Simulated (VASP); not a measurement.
Write the native input for VASP 6.6.1 that does the following.

| Quantity | Value |
| --- | --- |
| Task | single point |
| Functional | PBEsol |
| Potentials or basis | VASP PAW PBE potentials, release 64 (Be, Se) |
| Cutoff | 600 eV |
| k mesh | 8 × 8 × 8 |
| Occupations | fermi-dirac, width 0.01 eV |
| Spin | no spin polarisation |
| Dipole correction | no |
| Further INCAR settings | ALGO = Normal; EDIFF = 1e-06; NBANDS = 11 |

The structure of BeSe lies in POSCAR:

```
BeSe
1.0
    0.0000000000      2.5810838570      2.5810838570
    2.5810838570      0.0000000000      2.5810838570
    2.5810838570      2.5810838570      0.0000000000
Be Se
1 1
Direct
    0.0000000000      0.0000000000      0.0000000000
    0.2500000000      0.2500000000      0.2500000000
```

These files were run (other wordings do the same):

INCAR

```
SYSTEM = BeSe
PREC = Accurate ; ENCUT = 600
EDIFF = 1E-6 ; ISMEAR = -1
SIGMA = 0.01 ; LREAL = .FALSE.
LASPH = .TRUE. ; NELM = 120
ALGO = Normal ; ISIF = 2
LWAVE = .FALSE. ; LCHARG = .TRUE.
GGA = PS ; LELF = .TRUE.
LVHAR = .TRUE. ; NBANDS = 11
GGA_COMPAT = .FALSE.
```

KPOINTS

```
Automatic mesh
0
G
  8 8 8
  0 0 0
```

Potentials or basis: VASP PAW PBE potentials, release 64 (Be, Se).

Run with:

```bash
$ cat potpaw_PBE.64/Be/POTCAR potpaw_PBE.64/Se/POTCAR > POTCAR
$ mpirun -np 1 vasp_std > vasp.out
```

It gave:

The pressure is -1.2 GPa. The band gap on the k mesh is 2.49 eV, indirect (least direct gap 4.15 eV).

Caveat: the PAW data sets were made with another functional, which shifts forces and pressure a little.

Wall time 23 s on 1 thread of AMD EPYC 7R43 64-Core Processor (Zen 3), with other jobs on the host, peak memory 0.14 GiB.
